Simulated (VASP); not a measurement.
Write the native input for VASP 6.6.1 that does the following.

| Property | Result |
| --- | --- |
| Task | single point |
| Functional | PBE |
| Potentials or basis | VASP PAW PBE potentials, release 64 (K_sv, Br) |
| Cutoff | 520 eV |
| k mesh | 6 × 6 × 4 |
| Occupations | gaussian, width 0.02 eV |
| Spin | no spin polarisation |
| Dipole correction | no |
| Further INCAR settings | ALGO = Normal; EDIFF = 1e-07; NBANDS = 24 |

The structure of KBr lies in POSCAR:

```
KBr
1.0
    3.4002167535      3.4002167535      0.0000000000
   -3.3286160731      3.3286160731      0.0000000000
    0.0000000000      0.0000000000      6.6971450937
K Br
2 2
Direct
    0.0000000000      0.0000000000      0.0000000000
    0.5000000000      0.5000000000      0.5000000000
    0.5000000000      0.5000000000      0.0000000000
    0.0000000000      0.0000000000      0.5000000000
```

These files were run (other wordings do the same):

INCAR

```
PREC = Accurate
ENCUT = 520
EDIFF = 1E-7
ISMEAR = 0
SIGMA = 0.02
LREAL = F
LASPH = T
NELM = 80
ALGO = Normal
ISIF = 2
LWAVE = F
LCHARG = F
GGA = PE
NBANDS = 24
```

KPOINTS

```
Automatic mesh
0
Gamma
  6 6 4
```

Potentials or basis: VASP PAW PBE potentials, release 64 (K_sv, Br).

Launch:

```sh
$ cat potpaw_PBE.64/K_sv/POTCAR potpaw_PBE.64/Br/POTCAR > POTCAR
$ mpirun -np 1 vasp_std > vasp.out
```

It gave:

```yaml
Pressure: 0.0 GPa
Band_gap_on_the_k_mesh: 4.27 eV
```

It took 4.5 min on 1 thread of AMD EPYC 9755 128-Core Processor, with other jobs on the host, peak memory 0.29 GiB.
